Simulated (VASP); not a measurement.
Set up this calculation in VASP 6.6.1, as the native input.

* Task: single point
* Functional: PBE
* Potentials or basis: VASP PAW PBE potentials, release 64 (As, Sb, Ga_d)
* Cutoff: 520 eV
* k mesh: 6 × 4 × 4
* Occupations: fermi-dirac, width 0.02 eV
* Spin: no spin polarisation
* Dipole correction: no
* Further INCAR settings: ALGO = Normal; EDIFF = 1e-06; NBANDS = 46

The structure of Ga4Sb3As lies in POSCAR:

```
Ga4Sb3As
1.0
    4.2625239654      0.0000000000      0.0000000000
    0.0000000000      4.2603505796      6.0160030849
    0.0000000000     -4.2603505796      6.0160030849
As Sb Ga
1 3 4
Direct
    0.0000000000      0.0000215105      0.0000215105
    0.5000000000      0.0001433446      0.4996258943
    0.5000000000      0.4996258943      0.0001433446
    0.0000000000      0.5006397923      0.5006397923
    0.5000000000      0.8835760496      0.8835760496
    0.0000000000      0.8809965209      0.3601398896
    0.0000000000      0.3601398896      0.8809965209
    0.5000000000      0.3748569982      0.3748569982
```

The input as run:

INCAR

```
  PREC = Accurate
  ENCUT = 520
  EDIFF = 1E-6
  ISMEAR = -1
  SIGMA = 0.02
  LREAL = False
  LASPH = True
  NELM = 60
  ALGO = Normal
  ISIF = 2
  LWAVE = False
  LCHARG = False
  GGA = PE
  NBANDS = 46
```

KPOINTS

```
Automatic mesh
0
Gamma
  6 4 4
```

Potentials or basis: VASP PAW PBE potentials, release 64 (As, Sb, Ga_d).

Command:

```bash
$ cat potpaw_PBE.64/As/POTCAR potpaw_PBE.64/Sb/POTCAR potpaw_PBE.64/Ga_d/POTCAR > POTCAR
$ mpirun -np 1 vasp_std > vasp.out
```

It gave:

| Property | Result |
| --- | --- |
| Pressure | 2.2 GPa |
| Largest force | 0.036 eV/Å |
| Band gap on the k mesh | 0.03 eV, direct |

Caveat: spin-orbit coupling is left out, which moves the levels of the heavy elements.

It took 2.1 min on 1 thread of Intel(R) Xeon(R) Platinum 8481C CPU @ 2.70GHz (Sapphire Rapids) (shared host), peak memory 0.46 GiB.
